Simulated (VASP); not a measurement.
# Rh (I4/mmm) in VASP: a series of runs

The runs below take Rh through single point, with PBE.

All numbers are computed with VASP 6.6.1; they aren't measurements. Logs are shortened: lines on timing, memory, paths and dates and some standing lists are left out, and cuts for length are marked.

## 1. The cell of the first run

The structure is tetragonal, space group I4/mmm (No. 139). Conventional cell: a = 2.756 Å, b = 2.756 Å, c = 3.993 Å, α = 90.00°, β = 90.00°, γ = 90.00°. Rh (site symmetry 4/mmm) has 12 Rh at 2.76 to 2.79 Å within 3.6 Å.

## 2. Single point, PBE (strain +0.025 along x and y, +0.050 along z)

INCAR reads:

```
SYSTEM = Rh
PREC = Accurate
ENCUT = 520
EDIFF = 1E-6
ISMEAR = 1
SIGMA = 0.02
LREAL = .False.
LASPH = .True.
NELM = 100
ALGO = Fast
ISIF = 2
LWAVE = .False.
LCHARG = .False.
GGA = PE
NBANDS = 14
```

KPOINTS reads:

```
Automatic mesh
0
Gamma
  22 22 22
  0 0 0
```

POSCAR reads:

```
Rh
1.0
    0.0000000000      1.9490887500      1.9966275000
    1.9490887500      0.0000000000      1.9966275000
    1.9490887500      1.9490887500      0.0000000000
Rh
1
Direct
    0.0000000000      0.0000000000      0.0000000000
```

Potentials or basis: VASP PAW PBE potentials, release 64 (Rh_pv).

Command:

```bash
> cat potpaw_PBE.64/Rh_pv/POTCAR > POTCAR
> mpirun -np 1 vasp_std > vasp.out
```

OUTCAR:

```text
SYSTEM = Rh
   PREC = Accurate
   ENCUT = 520
   EDIFF = 1E-6
   ISMEAR = 1
   LREAL = .False.
   LASPH = .True.
   NELM = 100
   ISIF = 2
   GGA = PE

 ion  position               nearest neighbor table
   1  0.000  0.000  0.000-

  LATTYP: Found a body centered tetragonal cell.
 ALAT       =     2.7564277445
 C/A-ratio  =     1.4487065761

  Lattice vectors:

 A1 = (  -1.9490887500,   0.0000000000,   1.9966275000)
 A2 = (   1.9490887500,   0.0000000000,   1.9966275000)
 A3 = (   0.0000000000,   1.9490887500,  -1.9966275000)

Analysis of symmetry for initial positions (statically):
=====================================================================
 Subroutine PRICEL returns:
 Original cell was already a primitive cell.

 Routine SETGRP: Setting up the symmetry group for a
 body centered tetragonal supercell.

 Subroutine GETGRP returns: Found 16 space group operations
 (whereof 16 operations were pure point group operations)
 out of a pool of 16 trial point group operations.

The static configuration has the point symmetry D_4h.

Analysis of symmetry for dynamics (positions and initial velocities):
=====================================================================
 Subroutine PRICEL returns:
 Original cell was already a primitive cell.

 Routine SETGRP: Setting up the symmetry group for a
 body centered tetragonal supercell.

 Subroutine GETGRP returns: Found 16 space group operations
 (whereof 16 operations were pure point group operations)
 out of a pool of 16 trial point group operations.

The dynamic configuration has the point symmetry D_4h.

 Subroutine INISYM returns: Found 16 space group operations
 (whereof 16 operations are pure point group operations),
 and found     1 'primitive' translations

----------------------------------------------------------------------------------------

                                     Primitive cell

  volume of cell :      15.1702

  direct lattice vectors                    reciprocal lattice vectors
     0.000000000  1.949088750  1.996627500    -0.256530135  0.256530135  0.250422275
     1.949088750  0.000000000  1.996627500     0.256530135 -0.256530135  0.250422275
     1.949088750  1.949088750  0.000000000     0.256530135  0.256530135 -0.250422275

  length of vectors
     2.790245209  2.790245209  2.756427745     0.440825063  0.440825063  0.440825063

  position of ions in fractional coordinates (direct lattice)
     0.000000000  0.000000000  0.000000000

  ion indices of the primitive-cell ions
   primitive index   ion index
                 1           1

----------------------------------------------------------------------------------------

 KPOINTS: Automatic mesh

Automatic generation of k-mesh.
 Grid dimensions read from file:
 generate k-points for:   22   22   22

 Generating k-lattice:

  Cartesian coordinates                     Fractional coordinates (reciprocal lattice)
    -0.011660461  0.011660461  0.011382831     0.045454545 -0.000000000  0.000000000
     0.011660461 -0.011660461  0.011382831    -0.000000000  0.045454545  0.000000000
     0.011660461  0.011660461 -0.011382831     0.000000000  0.000000000  0.045454545

  Length of vectors
     0.020037503  0.020037503  0.020037503

  Shift w.r.t. Gamma in fractional coordinates (k-lattice)
     0.000000000  0.000000000  0.000000000

 Subroutine IBZKPT returns following result:
 ===========================================

 Found    834 irreducible k-points:

 Following reciprocal coordinates:
            Coordinates               Weight
  0.000000  0.000000  0.000000      1.000000
  0.045455  0.000000  0.000000      8.000000
  0.090909  0.000000  0.000000      8.000000
  0.136364  0.000000  0.000000      8.000000
  0.181818  0.000000  0.000000      8.000000
  0.227273  0.000000  0.000000      8.000000
[... 16 lines left out ...]
  0.500000  0.045455  0.000000      8.000000
 -0.454545  0.045455  0.000000      8.000000
 [... further k-points ...]
   k-points           NKPTS =    834   k-points in BZ     NKDIM =    834   number of bands    NBANDS=     14
   number of dos      NEDOS =    301   number of ions     NIONS =      1
   total plane-waves  NPLWV =  13824
   dimension x,y,z NGX =    24 NGY =   24 NGZ =   24
   dimension x,y,z NGXF=    48 NGYF=   48 NGZF=   48
   ions per type =               1
   NGX,Y,Z   is equivalent  to a cutoff of  14.30, 14.30, 14.47 a.u.
   NGXF,Y,Z  is equivalent  to a cutoff of  28.60, 28.60, 28.95 a.u.
 SYSTEM =  Rh
   PREC   = accura    normal or accurate (medium, high low for compatibility)
   ISTART =      0    job   : 0-new  1-cont  2-samecut
   ICHARG =      2    charge: 1-file 2-atom 10-const
   ISPIN  =      1    spin polarized calculation?
   LNONCOLLINEAR =      F non collinear calculations
   LSORBIT =      F    spin-orbit coupling
   LASPH  =      T    aspherical Exc in radial PAW
   ENCUT  =  520.0 eV  38.22 Ry    6.18 a.u.   5.19  5.19  5.13*2*pi/ulx,y,z
   NELM   =    100;   NELMIN=  2; NELMDL= -5     # of ELM steps
   EDIFF  = 0.1E-05   stopping-criterion for ELM
   LREAL  =      F    real-space projection
   EDIFFG = 0.1E-04   stopping-criterion for IOM
   NSW    =      0    number of steps for IOM
   IBRION =     -1    ionic relax: 0-MD 1-quasi-New 2-CG
   NFREE  =      0    steps in history (QN), initial steepest desc. (CG)
   ISIF   =      2    stress and relaxation
   ISYM   =      2    0-nonsym 1-usesym 2-fastsym
   POTIM  = 0.5000    time-step for ionic-motion
   TEBEG  =    0.0;   TEEND  =   0.0 temperature during run
   PSTRESS=    0.0 pullay stress
   NELECT =      15.0000    total number of electrons
   NUPDOWN=      -1.0000    fix difference up-down
   EMIN   =  10.00;   EMAX   =-10.00  energy-range for DOS
   EFERMI =   0.00;   METHOD = LEGACY
   ISMEAR =     1;   SIGMA  =   0.02  broadening in eV -4-tet -1-fermi 0-gaus
   EFERMI_NEDOS =   21; number of points for ismear=-14 and -15
   IALGO  =     68    algorithm
   IMIX   =      4    mixing-type and parameters
     AMIX     =   0.40;   BMIX     =  1.00
     AMIX_MAG =   1.60;   BMIX_MAG =  1.00
  volume/ion in A,a.u.               =      15.17       102.37
  Fermi-wavevector in a.u.,A,eV,Ry     =   1.630954  3.082057 36.191665  2.660012
  Thomas-Fermi vector in A             =   2.723170
   LORBIT       =      0    0 simple, 1 ext, 2 COOP (PROOUT), +10 PAW based schemes
   GGA     = PE    functional components
   LHFCALC =     F    Hartree Fock is set to
   AEXX    =    0.0000 exact exchange contribution
   IVDW    =     0    specifies the selected vdW correction
   LEPSILON=     F    determine dielectric tensor
   LRPA    =     F    only Hartree local field effects (RPA)
 non-spin polarized calculation
 RMM-DIIS sequential band-by-band and
 Methfessel and Paxton  Order N= 1 SIGMA  =   0.02
  energy-cutoff  :      520.00
  volume of cell :       15.17
 maximum number of plane-waves:       424
 NGX is ok and might be reduce to    24
   NGX = 11   NGY = 11   NGZ = 11

 number of electron      15.0000002 magnetization

 Free energy of the ion-electron system (eV)
  ---------------------------------------------------
  ext. energy  EPLUGINS =         0.00000000
  ---------------------------------------------------
  free energy    TOTEN  =        -7.19373052 eV

  energy without entropy =       -7.19376396  energy(sigma->0) =       -7.19374167

 E-fermi :  10.1747     XC(G=0): -13.4060

 val. band max:       10.1734916045   @ k =   0.4545   0.3636   0.0909
 cond. band min:      10.1751271751   @ k =   0.3636   0.0455   0.0000
 fundamental gap:      0.0016355706
 Fermi energy:        10.1746656702

 k-point     1 :       0.0000    0.0000    0.0000
  band No.  band energies     occupation
      1     -36.0312      2.00000
      2     -36.0249      2.00000
      3     -36.0249      2.00000
      4       2.9382      2.00000
      5       7.3904      2.00000
      6       7.6244      2.00000
      7       7.6244      2.00000
      8       9.1890      2.00000
      9       9.4588      2.00000
     10      26.2118      0.00000
     11      30.7024      0.00000
     12      31.0047      0.00000
     13      31.3270      0.00000
     14      31.3270      0.00000

 k-point     2 :       0.0455    0.0000    0.0000
  band No.  band energies     occupation
      1     -36.0387      2.00000
      2     -36.0299      2.00000
      3     -36.0262      2.00000
      4       3.0145      2.00000
      5       7.3983      2.00000
      6       7.6136      2.00000
      7       7.6530      2.00000
      8       9.1762      2.00000
      9       9.4411      2.00000
     10      26.3111      0.00000
     11      30.4981      0.00000
     12      31.0046      0.00000
     13      31.1452      0.00000
     14      31.4287      0.00000

 k-point     3 :       0.0909    0.0000    0.0000
  band No.  band energies     occupation
      1     -36.0693      2.00000
      2     -36.0356      2.00000
      3     -36.0300      2.00000
      4       3.2377      2.00000
      5       7.3805      2.00000
      6       7.6246      2.00000
      7       7.7322      2.00000
      8       9.1472      2.00000
      9       9.3963      2.00000
     10      26.5807      0.00000
     11      29.5216      0.00000
     12      31.0060      0.00000
     13      31.3239      0.00000
     14      31.7250      0.00000
[... 324 lines left out ...]
 k-point    23 :       0.5000    0.0455    0.0000
  band No.  band energies     occupation
      1     -36.5402      2.00000
      2     -36.1178      2.00000
      3     -36.0910      2.00000
      4       4.9004      2.00000
      5       7.3281      2.00000
      6       7.6524      2.00000
      7      10.0722      2.00000
      8      10.6059      0.00000
      9      11.6707      0.00000
     10      17.9196      0.00000
     11      25.7269      0.00000
     12      30.1515      0.00000
     13      30.6428      0.00000
     14      31.0064      0.00000

 k-point    24 :      -0.4545    0.0455    0.0000
  band No.  band energies     occupation
      1     -36.5376      2.00000
      2     -36.1190      2.00000
      3     -36.0887      2.00000
      4       4.9056      2.00000
      5       7.3441      2.00000
      6       7.6506      2.00000
      7      10.0489      2.00000
      8      10.5300     -0.00000
      9      11.6341      0.00000
     10      18.0465      0.00000
     11      25.7460      0.00000
     12      30.0211      0.00000
     13      30.8955      0.00000
     14      31.0062      0.00000

 [... further k-points ...]

------------------------ aborting loop because EDIFF is reached ----------------------------------------

  FORCE on cell =-STRESS in cart. coord.  units (eV):
  Direction    XX          YY          ZZ          XY          YZ          ZX
  --------------------------------------------------------------------------------------
  -------------------------------------------------------------------------------------
  Total       -1.4029667     -1.4029667     -1.8056704      0.0000000      0.0000000     -0.0000000
  in kB     -148.1725176   -148.1725176   -190.7035574      0.0000000      0.0000000     -0.0000000
  external PRESSURE =    -162.3495309 kB  Pullay stress =       0.0000000 kB

 VOLUME and BASIS-vectors are now :
 -----------------------------------------------------------------------------
  energy-cutoff  :      520.00
  volume of cell :       15.17
      direct lattice vectors                 reciprocal lattice vectors
     0.000000000  1.949088750  1.996627500    -0.256530135  0.256530135  0.250422275
     1.949088750  0.000000000  1.996627500     0.256530135 -0.256530135  0.250422275
     1.949088750  1.949088750  0.000000000     0.256530135  0.256530135 -0.250422275

 POSITION                                       TOTAL-FORCE (eV/Angst)
 -----------------------------------------------------------------------------------
      0.00000      0.00000      0.00000         0.000000      0.000000      0.000000
 -----------------------------------------------------------------------------------
    total drift:                               -0.000000     -0.000000     -0.000000

  FREE ENERGIE OF THE ION-ELECTRON SYSTEM (eV)
  ---------------------------------------------------
  free  energy   TOTEN  =        -7.1937305247 eV

  energy  without entropy=       -7.1937639577  energy(sigma->0) =       -7.19374167
```

It took 3 min on 1 thread of AMD EPYC 9R45 (Zen 5), shared host; peak memory 0.24 GiB.

What came out:

```yaml
Free_energy: -7.1937 eV
Pressure: -16.2 GPa
```

Levels at points of the mesh, in eV from the Fermi level:
| k point | band 4 | band 5 | band 6 | band 7 | band 8 | band 9 | band 10 | band 11 |
| --- | --- | --- | --- | --- | --- | --- | --- | --- |
| (0.00, 0.00, 0.00) | -7.24 | -2.78 | -2.55 | -2.55 | -0.99 | -0.72 | 16.04 | 20.53 |
| (0.50, 0.00, 0.00) | -5.33 | -2.80 | -2.57 | 0.43 | 0.54 | 0.87 | 7.70 | 15.48 |
| (0.50, 0.50, 0.00) | -5.43 | -5.10 | 0.47 | 0.82 | 0.82 | 2.86 | 10.67 | 13.05 |
| (0.50, 0.00, 0.50) | -5.43 | -5.11 | 0.44 | 0.74 | 0.93 | 3.34 | 11.31 | 12.53 |

Caveat: the cell differs from its parent crystal (strain +0.025 along x and y, +0.050 along z).

## 3. Single point, PBE (strain +0.050 along x and y, +0.025 along z)

INCAR reads:

```
PREC     = Accurate       # precision mode
ENCUT    = 520            # plane-wave cutoff, eV
EDIFF    = 1E-6           # SCF threshold, eV
ISMEAR   = 1              # smearing method
SIGMA    = 0.02           # smearing width, eV
LREAL    = F              # projectors in reciprocal space
LASPH    = T              # aspherical terms in the spheres
NELM     = 80             # most SCF steps
ALGO     = Fast           # electronic algorithm
ISIF     = 2              # what is computed and relaxed
LWAVE    = F              # write WAVECAR
LCHARG   = F              # write CHGCAR
GGA      = PE             # functional
NBANDS   = 14             # bands
```

KPOINTS reads:

```
regular mesh
0
Gamma
  22 22 22
```

POSCAR reads:

```
Rh
1.0
    0.0000000000      1.9966275000      1.9490887500
    1.9966275000      0.0000000000      1.9490887500
    1.9966275000      1.9966275000      0.0000000000
Rh
1
Direct
    0.0000000000      0.0000000000      0.0000000000
```

Potentials or basis: VASP PAW PBE potentials, release 64 (Rh_pv).

Command:

```bash
> cat potpaw_PBE.64/Rh_pv/POTCAR > POTCAR
> mpirun -np 1 vasp_std > vasp.out
```

Run time: 3.5 min. Hardware: 1 thread of AMD EPYC 9R45 (Zen 5), shared host; peak memory 0.24 GiB.

Results (log left out):

```yaml
Free_energy: -7.1522 eV
Pressure: -20.0 GPa
```

Stress tensor (GPa, compression positive):
```
-21.29   0.00   0.00
  0.00 -21.29   0.00
  0.00   0.00 -17.40
```

Levels at points of the mesh, in eV from the Fermi level:
```csv
k point,band 5,band 6,band 7,band 8,band 9,band 10
"(0.00, 0.00, 0.00)",-2.60,-2.60,-2.39,-0.95,-0.70,16.03
"(0.50, 0.00, 0.00)",-2.70,-2.47,0.40,0.51,0.90,7.48
"(0.50, 0.50, 0.00)",-4.93,0.42,0.81,0.81,3.47,11.24
"(0.50, 0.00, 0.50)",-4.91,0.43,0.70,0.88,3.00,10.61
```

Caveat: the cell differs from its parent crystal (strain +0.050 along x and y, +0.025 along z).
